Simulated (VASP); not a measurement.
Ge: single point with r2SCAN

Ge:

```
Ge
1.0
     0.00000    2.83601    2.83601
     2.83601    0.00000    2.83601
     2.83601    2.83601    0.00000
Ge
2
Direct
  0.50000 0.50000 0.50000
  0.75000 0.75000 0.75000
```

| Property | Result |
| --- | --- |
| Program | VASP 6.6.1 |
| Task | single point |
| Functional | r2SCAN |
| Potentials or basis | VASP PAW PBE potentials, release 64 (Ge_d) |
| Cutoff | 520 eV |
| k mesh | 10 × 10 × 10 |
| Occupations | fermi-dirac, width 0.03 eV |
| Spin | no spin polarisation |
| Dipole correction | no |
| Further INCAR settings | ALGO = Normal; EDIFF = 1e-06; NBANDS = 21 |

```
Pressure               : 0.1 GPa
Band gap on the k mesh : 0.33 eV
```

Levels at points of the mesh, in eV from the valence-band top:
```
           k point  band 10  band 11  band 12  band 13  band 14  band 15  band 16  band 17  band 18  band 19
(0.00, 0.00, 0.00)   -25.21   -13.25     0.00     0.00     0.00     0.33     2.71     2.71     2.71     7.04
(0.50, 0.00, 0.00)   -25.19   -11.07    -7.83    -1.47    -1.47     0.42     3.99     3.99     7.65    11.16
(0.50, 0.50, 0.00)   -25.18    -9.19    -9.19    -3.20    -3.20     0.98     0.98    10.04    10.04    12.27
```

Wall time 3.5 min on 1 thread of Intel Xeon 8259CL, on a shared host, peak memory 0.19 GiB.

Caveat: the PAW data sets were made with another functional, which shifts forces and pressure a little. A k mesh can miss the band edges.
